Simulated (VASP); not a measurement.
Input of a VASP 6.6.1 run:

File INCAR:

```
SYSTEM = Pd
PREC = Accurate ; ENCUT = 520
EDIFF = 1E-7 ; ISMEAR = -1
SIGMA = 0.1 ; LREAL = .FALSE.
LASPH = .TRUE. ; NELM = 80
ALGO = Normal ; ISIF = 2
LWAVE = .FALSE. ; LCHARG = .TRUE.
GGA = PE ; LELF = .TRUE.
LVHAR = .TRUE. ; NBANDS = 22
```

File KPOINTS:

```
regular mesh
0
G
  9 9 12
  0 0 0
```

POSCAR

```
Pd
1.0
    4.4277939264      0.0000000000      0.0000000000
   -2.2138969632      3.8345820229      0.0000000000
    0.0000000000      0.0000000000      2.6351299871
Pd
3
Direct
    0.0000000000      0.0000000000      0.0000000000
    0.3333333333      0.6666666667      0.5000000000
    0.6666666667      0.3333333333      0.5000000000
```

Potentials or basis: VASP PAW PBE potentials, release 64 (Pd).

Run with:

```sh
$ cat potpaw_PBE.64/Pd/POTCAR > POTCAR
$ mpirun -np 1 vasp_std > vasp.out
```

Problem. Estimate the pressure.

Solution. 8.9 GPa.

Problem. Estimate the band gap on the k mesh.

Solution. Zero (band 15 reaches 10.35 eV, above the bottom of band 16 at 9.39 eV).
